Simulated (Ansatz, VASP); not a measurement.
# One calculation of SnSe2, two programs

```
Sn Se
1.0
     4.10527    0.00000    0.00000
    -2.05264    3.55527    0.00000
     0.00000    0.00000    5.28871
Sn Se
1 2
Cartesian
  0.0000 0.0000 0.0000
  0.0000 2.3702 1.3222
  2.0526 1.1851 3.9665
```

Alike in both runs: task single point; functional PBEsol; dispersion D3(BJ); k mesh 12 × 12 × 6; occupations gaussian, width 0.05 eV; no spin polarisation.

```csv
,VASP,Ansatz
version,VASP 6.6.1,Ansatz 0.2.0
potentials or method,"VASP PAW PBE potentials, release 64 (Sn_d, Se), cutoff 520 eV","scalar-relativistic, plane waves, PAW"
valence electrons in the cell,26,46
```

|  | VASP | Ansatz | Ansatz less VASP |
| --- | --- | --- | --- |
| gap on the k mesh at the Fermi level (eV) | none | none | - |
| pressure (GPa) | -0.9 | -1.0 | -0.12 |
| traceless stress, the component that is largest in VASP (GPa) | 4.27 | 4.31 | +0.043 |
| rms of the force components (eV/Å) | 0.553 | 0.546 | -0.0068 |

VASP's potentials were made for PBE, not for PBEsol. Atom by atom the forces differ by 0.007 eV/Å (rms over components). A gap of «none» marks a metal or a gap that the smearing closes. VASP's potentials hold 26 valence electrons a cell and Ansatz's 46, so a difference there can come from the potentials and not from the codes.
